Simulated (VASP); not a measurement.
# Bi (Im-3m) in VASP: notebook

Runs on Bi. Level: LDA. Tasks: single point.

All numbers are computed with VASP 6.6.1; they aren't measurements. Logs are shortened: lines on timing, memory, paths and dates and some standing lists are left out, and cuts for length are marked.

## 1. The cell of the first run

The structure is cubic, space group Im-3m (No. 229). The conventional cell has a = 3.882 Å, b = 3.882 Å, c = 3.882 Å, α = 90.00°, β = 90.00°, γ = 90.00°. Within 4.4 Å of Bi (site symmetry m-3m) lie 14 Bi at 3.36 to 3.88 Å.

## 2. Single point, LDA

Contents of INCAR:

```
SYSTEM = Bi
  PREC = Accurate
  ENCUT = 520
  EDIFF = 1E-6
  ISMEAR = 1
  SIGMA = 0.15
  LREAL = .False.
  LASPH = .True.
  NELM = 80
  ALGO = Normal
  ISIF = 2
  LWAVE = .False.
  LCHARG = .False.
  NBANDS = 14
```

Contents of KPOINTS:

```
Automatic mesh
0
Gamma
  10 10 10
  0 0 0
```

Contents of POSCAR:

```
Bi
1.0
   -1.9409822830      1.9409822830      1.9409822830
    1.9409822830     -1.9409822830      1.9409822830
    1.9409822830      1.9409822830     -1.9409822830
Bi
1
Direct
    0.0000000000      0.0000000000      0.0000000000
```

Potentials or basis: VASP PAW LDA potentials, release 64 (Bi_d).

Started as:

```console
$ cat potpaw_LDA.64/Bi_d/POTCAR > POTCAR
$ mpirun -np 1 vasp_std > vasp.out
```

OUTCAR:

```text
SYSTEM = Bi
   PREC = Accurate
   ENCUT = 520
   EDIFF = 1E-6
   ISMEAR = 1
   LREAL = .False.
   LASPH = .True.
   NELM = 80
   ISIF = 2

 ion  position               nearest neighbor table
   1  0.000  0.000  0.000-

  LATTYP: Found a body centered cubic cell.
 ALAT       =     3.8819645660

  Lattice vectors:

 A1 = (  -1.9409822830,   1.9409822830,   1.9409822830)
 A2 = (   1.9409822830,  -1.9409822830,   1.9409822830)
 A3 = (   1.9409822830,   1.9409822830,  -1.9409822830)

Analysis of symmetry for initial positions (statically):
=====================================================================
 Subroutine PRICEL returns:
 Original cell was already a primitive cell.

 Routine SETGRP: Setting up the symmetry group for a
 body centered cubic supercell.

 Subroutine GETGRP returns: Found 48 space group operations
 (whereof 48 operations were pure point group operations)
 out of a pool of 48 trial point group operations.

The static configuration has the point symmetry O_h .

Analysis of symmetry for dynamics (positions and initial velocities):
=====================================================================
 Subroutine PRICEL returns:
 Original cell was already a primitive cell.

 Routine SETGRP: Setting up the symmetry group for a
 body centered cubic supercell.

 Subroutine GETGRP returns: Found 48 space group operations
 (whereof 48 operations were pure point group operations)
 out of a pool of 48 trial point group operations.

The dynamic configuration has the point symmetry O_h .

 Subroutine INISYM returns: Found 48 space group operations
 (whereof 48 operations are pure point group operations),
 and found     1 'primitive' translations

----------------------------------------------------------------------------------------

                                     Primitive cell

  volume of cell :      29.2499

  direct lattice vectors                    reciprocal lattice vectors
    -1.940982283  1.940982283  1.940982283     0.000000000  0.257601527  0.257601527
     1.940982283 -1.940982283  1.940982283     0.257601527  0.000000000  0.257601527
     1.940982283  1.940982283 -1.940982283     0.257601527  0.257601527  0.000000000

  length of vectors
     3.361879931  3.361879931  3.361879931     0.364303573  0.364303573  0.364303573

  position of ions in fractional coordinates (direct lattice)
     0.000000000  0.000000000  0.000000000

  ion indices of the primitive-cell ions
   primitive index   ion index
                 1           1

----------------------------------------------------------------------------------------

 KPOINTS: Automatic mesh

Automatic generation of k-mesh.
 Grid dimensions read from file:
 generate k-points for:   10   10   10

 Generating k-lattice:

  Cartesian coordinates                     Fractional coordinates (reciprocal lattice)
     0.000000000  0.025760153  0.025760153     0.100000000  0.000000000  0.000000000
     0.025760153  0.000000000  0.025760153     0.000000000  0.100000000  0.000000000
     0.025760153  0.025760153  0.000000000     0.000000000  0.000000000  0.100000000

  Length of vectors
     0.036430357  0.036430357  0.036430357

  Shift w.r.t. Gamma in fractional coordinates (k-lattice)
     0.000000000  0.000000000  0.000000000

 Subroutine IBZKPT returns following result:
 ===========================================

 Found     47 irreducible k-points:

 Following reciprocal coordinates:
            Coordinates               Weight
  0.000000  0.000000  0.000000      1.000000
  0.100000  0.000000  0.000000     12.000000
  0.200000  0.000000  0.000000     12.000000
  0.300000  0.000000  0.000000     12.000000
  0.400000  0.000000  0.000000     12.000000
  0.500000  0.000000  0.000000      6.000000
[... 16 lines left out ...]
  0.300000  0.300000  0.100000      8.000000
 -0.300000  0.300000  0.100000     24.000000
 [... further k-points ...]
   k-points           NKPTS =     47   k-points in BZ     NKDIM =     47   number of bands    NBANDS=     14
   number of dos      NEDOS =    301   number of ions     NIONS =      1
   total plane-waves  NPLWV =  21952
   dimension x,y,z NGX =    28 NGY =   28 NGZ =   28
   dimension x,y,z NGXF=    56 NGYF=   56 NGZF=   56
   ions per type =               1
   NGX,Y,Z   is equivalent  to a cutoff of  13.85, 13.85, 13.85 a.u.
   NGXF,Y,Z  is equivalent  to a cutoff of  27.69, 27.69, 27.69 a.u.
 SYSTEM =  Bi
   PREC   = accura    normal or accurate (medium, high low for compatibility)
   ISTART =      0    job   : 0-new  1-cont  2-samecut
   ICHARG =      2    charge: 1-file 2-atom 10-const
   ISPIN  =      1    spin polarized calculation?
   LNONCOLLINEAR =      F non collinear calculations
   LSORBIT =      F    spin-orbit coupling
   LASPH  =      T    aspherical Exc in radial PAW
   ENCUT  =  520.0 eV  38.22 Ry    6.18 a.u.   6.25  6.25  6.25*2*pi/ulx,y,z
   NELM   =     80;   NELMIN=  2; NELMDL= -5     # of ELM steps
   EDIFF  = 0.1E-05   stopping-criterion for ELM
   LREAL  =      F    real-space projection
   EDIFFG = 0.1E-04   stopping-criterion for IOM
   NSW    =      0    number of steps for IOM
   IBRION =     -1    ionic relax: 0-MD 1-quasi-New 2-CG
   NFREE  =      0    steps in history (QN), initial steepest desc. (CG)
   ISIF   =      2    stress and relaxation
   ISYM   =      2    0-nonsym 1-usesym 2-fastsym
   POTIM  = 0.5000    time-step for ionic-motion
   TEBEG  =    0.0;   TEEND  =   0.0 temperature during run
   PSTRESS=    0.0 pullay stress
   NELECT =      15.0000    total number of electrons
   NUPDOWN=      -1.0000    fix difference up-down
   EMIN   =  10.00;   EMAX   =-10.00  energy-range for DOS
   EFERMI =   0.00;   METHOD = LEGACY
   ISMEAR =     1;   SIGMA  =   0.15  broadening in eV -4-tet -1-fermi 0-gaus
   EFERMI_NEDOS =   21; number of points for ismear=-14 and -15
   IALGO  =     38    algorithm
   IMIX   =      4    mixing-type and parameters
     AMIX     =   0.40;   BMIX     =  1.00
     AMIX_MAG =   1.60;   BMIX_MAG =  1.00
  volume/ion in A,a.u.               =      29.25       197.39
  Fermi-wavevector in a.u.,A,eV,Ry     =   1.310379  2.476258 23.362480  1.717094
  Thomas-Fermi vector in A             =   2.440914
   LORBIT       =      0    0 simple, 1 ext, 2 COOP (PROOUT), +10 PAW based schemes
   GGA     = CA    functional components
   LHFCALC =     F    Hartree Fock is set to
   AEXX    =    0.0000 exact exchange contribution
   IVDW    =     0    specifies the selected vdW correction
   LEPSILON=     F    determine dielectric tensor
   LRPA    =     F    only Hartree local field effects (RPA)
 non-spin polarized calculation
 Methfessel and Paxton  Order N= 1 SIGMA  =   0.15
  energy-cutoff  :      520.00
  volume of cell :       29.25
 maximum number of plane-waves:       802
 NGX is ok and might be reduce to    28
   NGX = 13   NGY = 13   NGZ = 13

 number of electron      15.0000005 magnetization

 Free energy of the ion-electron system (eV)
  ---------------------------------------------------
  ext. energy  EPLUGINS =         0.00000000
  ---------------------------------------------------
  free energy    TOTEN  =        -4.47304710 eV

  energy without entropy =       -4.47209846  energy(sigma->0) =       -4.47273088

 E-fermi :   8.4767     XC(G=0): -10.8263

 val. band max:        8.4633777751   @ k =   0.5000   0.5000   0.2000
 cond. band min:       8.5167368690   @ k =   0.3000   0.1000   0.1000
 fundamental gap:      0.0533590939
 Fermi energy:         8.4767313657

 k-point     1 :       0.0000    0.0000    0.0000
  band No.  band energies     occupation
      1     -14.5437      2.00000
      2     -14.5437      2.00000
      3     -14.5437      2.00000
      4     -14.3833      2.00000
      5     -14.3833      2.00000
      6      -5.5024      2.00000
      7      13.9844      0.00000
      8      13.9844      0.00000
      9      13.9844      0.00000
     10      18.5384      0.00000
     11      19.0031      0.00000
     12      19.0031      0.00000
     13      19.0031      0.00000
     14      20.6014      0.00000

 k-point     2 :       0.1000    0.0000    0.0000
  band No.  band energies     occupation
      1     -14.5485      2.00000
      2     -14.5359      2.00000
      3     -14.5193      2.00000
      4     -14.3888      2.00000
      5     -14.3842      2.00000
      6      -5.3062      2.00000
      7      12.1989      0.00000
      8      13.3986      0.00000
      9      13.7910      0.00000
     10      17.6687      0.00000
     11      18.3083      0.00000
     12      18.8009      0.00000
     13      19.7607      0.00000
     14      21.4293      0.00000

 k-point     3 :       0.2000    0.0000    0.0000
  band No.  band energies     occupation
      1     -14.5611      2.00000
      2     -14.5191      2.00000
      3     -14.4549      2.00000
      4     -14.4005      2.00000
      5     -14.3864      2.00000
      6      -4.7257      2.00000
      7       9.2199     -0.00000
      8      12.2254      0.00000
      9      13.2768      0.00000
     10      16.3237      0.00000
     11      17.4301      0.00000
     12      18.9136      0.00000
     13      20.7450      0.00000
     14      23.2329      0.00000
[... 324 lines left out ...]
 k-point    23 :       0.3000    0.3000    0.1000
  band No.  band energies     occupation
      1     -14.5403      2.00000
      2     -14.4272      2.00000
      3     -14.4272      2.00000
      4     -14.3837      2.00000
      5     -14.3837      2.00000
      6      -1.5722      2.00000
      7       5.1416      2.00000
      8       5.1416      2.00000
      9       8.7812     -0.01450
     10      20.3285      0.00000
     11      21.6946      0.00000
     12      21.6946      0.00000
     13      24.7907      0.00000
     14      25.2773      0.00000

 k-point    24 :      -0.3000    0.3000    0.1000
  band No.  band energies     occupation
      1     -14.5509      2.00000
      2     -14.4971      2.00000
      3     -14.4201      2.00000
      4     -14.3941      2.00000
      5     -14.3772      2.00000
      6      -3.6203      2.00000
      7       6.4992      2.00000
      8      10.5379     -0.00000
      9      11.6457      0.00000
     10      16.1429      0.00000
     11      17.6463      0.00000
     12      17.8130      0.00000
     13      23.1012      0.00000
     14      24.0568      0.00000

 [... further k-points ...]

------------------------ aborting loop because EDIFF is reached ----------------------------------------

  FORCE on cell =-STRESS in cart. coord.  units (eV):
  Direction    XX          YY          ZZ          XY          YZ          ZX
  --------------------------------------------------------------------------------------
  -------------------------------------------------------------------------------------
  Total        0.0997825      0.0997825      0.0997825     -0.0000000     -0.0000000     -0.0000000
  in kB        5.4656330      5.4656330      5.4656330     -0.0000000     -0.0000000     -0.0000000
  external PRESSURE =       5.4656330 kB  Pullay stress =       0.0000000 kB

 VOLUME and BASIS-vectors are now :
 -----------------------------------------------------------------------------
  energy-cutoff  :      520.00
  volume of cell :       29.25
      direct lattice vectors                 reciprocal lattice vectors
    -1.940982283  1.940982283  1.940982283     0.000000000  0.257601527  0.257601527
     1.940982283 -1.940982283  1.940982283     0.257601527  0.000000000  0.257601527
     1.940982283  1.940982283 -1.940982283     0.257601527  0.257601527  0.000000000

 POSITION                                       TOTAL-FORCE (eV/Angst)
 -----------------------------------------------------------------------------------
      0.00000      0.00000      0.00000         0.000000      0.000000      0.000000
 -----------------------------------------------------------------------------------
    total drift:                               -0.000000     -0.000000     -0.000000

  FREE ENERGIE OF THE ION-ELECTRON SYSTEM (eV)
  ---------------------------------------------------
  free  energy   TOTEN  =        -4.4730470986 eV

  energy  without entropy=       -4.4720984557  energy(sigma->0) =       -4.47273088
```

It took 7.2 s on 1 thread of Intel Xeon 6975P-C (Granite Rapids), shared host; peak memory 0.14 GiB.

Results:

```yaml
Free_energy: -4.4730 eV
Pressure: 0.5 GPa
```

Caveat: spin-orbit coupling is left out, which moves the levels of the heavy elements.

[end of part 1 of 2]
